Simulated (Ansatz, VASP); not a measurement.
SiC in VASP and in Ansatz

Contents of POSCAR:

```
SiC
1.0
    3.0754668474      0.0000000000      0.0000000000
   -1.5377334237      2.6634324183      0.0000000000
    0.0000000000      0.0000000000      5.0485335429
Si C
2 2
Direct
    0.3333333333      0.6666666667     -0.0097147343
    0.6666666667      0.3333333333      0.4902852657
    0.3333333333      0.6666666667      0.3847147343
    0.6666666667      0.3333333333      0.8847147343
```

The input INCAR.step1:

```
SYSTEM = SiC
ALGO = Normal
EDIFF = 1E-4
ENCUT = 520
GGA = PE
ISMEAR = 0
LASPH = .True.
LCHARG = .False.
LREAL = .False.
LWAVE = .True.
NBANDS = 16
NELM = 80
PREC = Accurate
SIGMA = 0.01
```

The input INCAR.step2:

```
SYSTEM = SiC
ALGO = Normal
EDIFF = 1E-7
ENCUT = 520
ISIF = 2
ISMEAR = 0
ISTART = 1
LASPH = .True.
LCHARG = .True.
LELF = .True.
LMIXTAU = .True.
LREAL = .False.
LVHAR = .True.
LWAVE = .False.
METAGGA = R2SCAN
NBANDS = 16
NELM = 80
PREC = Accurate
SIGMA = 0.01
```

Contents of KPOINTS:

```
k-points
0
Gamma
  12 12 6
  0 0 0
```

Input for Ansatz:

```yaml
crystal:
  lattice:
    - [3.0754668474, 0.0, 0.0]
    - [-1.5377334237, 2.6634324183, 0.0]
    - [0.0, 0.0, 5.0485335429]
  atoms:
    - { symbol: Si, position: [0.3333333333, 0.6666666667, -0.0097147343] }
    - { symbol: Si, position: [0.6666666667, 0.3333333333, 0.4902852657] }
    - { symbol: C, position: [0.3333333333, 0.6666666667, 0.3847147343] }
    - { symbol: C, position: [0.6666666667, 0.3333333333, 0.8847147343] }
basis:
  ecutwfc: 600.0
  xc_grid: 2
kpoints:
  mp_grid: { grid: [12, 12, 6] }
hamiltonian:
  xc: r2scan
  pseudopotentials: { kind: paw, azcp: { folder: soft_1 } }
scf:
  occupations: { method: fixed }
output:
  forces: true
  stress: true
  eigenvalues: true
  polarization: {}
```

Change from the starting cell: polar distortion scaled by 0.85.

Alike in both runs: task single point; functional r2SCAN; k mesh 12 × 12 × 6; no spin polarisation.

```csv
,VASP,Ansatz
version,VASP 6.6.1,Ansatz 0.2.0
potentials or method,"VASP PAW PBE potentials, release 64 (Si, C), cutoff 520 eV","scalar-relativistic, plane waves, PAW"
occupations,"gaussian, width 0.01 eV",fixed
valence electrons in the cell,16,16
```

|  | VASP | Ansatz | Ansatz less VASP |
| --- | --- | --- | --- |
| gap on the k mesh at the Fermi level (eV) | 2.63 | 2.62 | -0.007 |
| least direct gap on the mesh (eV) | 4.70 | 4.70 | -0.005 |
| pressure (GPa) | 0.7 | 1.0 | +0.23 |
| traceless stress, the component that is largest in VASP (GPa) | -5.08 | -5.15 | -0.070 |
| rms of the force components (eV/Å) | 0.809 | 0.810 | +0.0012 |

VASP's potentials were made for PBE, not for r2SCAN. Atom by atom the forces differ by 0.001 eV/Å (rms over components).
